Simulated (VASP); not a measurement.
Crystal: CdF2.

```xyz
3
Lattice="0.0000 2.6759 2.6759 2.6759 0.0000 2.6759 2.6759 2.6759 0.0000" Properties=species:S:1:pos:R:3 pbc="T T T"
Cd    0.0000    0.0000    0.0000
F     4.0139    4.0139    4.0139
F     1.3380    1.3380    1.3380
```

Base run:

| Item | Value |
| --- | --- |
| Program | VASP 6.6.1 |
| Functional | LDA |
| Potentials or basis | VASP PAW LDA potentials, release 64 (Cd, F) |
| Cutoff | 520 eV |
| k mesh | 9 × 9 × 9 |
| Occupations | fermi-dirac, width 0.05 eV |
| Spin | no spin polarisation |

Its results: band gap on the k mesh 2.90 eV, indirect (least direct gap 3.32 eV); pressure -2.5 GPa.

Problem. The run is repeated on the same cell with these changes: potentials or basis from VASP PAW LDA potentials, release 64 (Cd, F) to VASP PAW LDA potentials, release 64 (Cd_sv_GW, F); cutoff from 520 eV to 600 eV; further incar settings from ALGO = Normal; EDIFF = 1e-06; NBANDS = 20 to ALGO = Normal; EDIFF = 1e-06; NBANDS = 24; valence electrons from 26 to 34. What comes out?

Solution. Band gap on the k mesh 2.91 eV, indirect (least direct gap 3.34 eV); pressure -4.2 GPa.

A k mesh can miss the band edges.
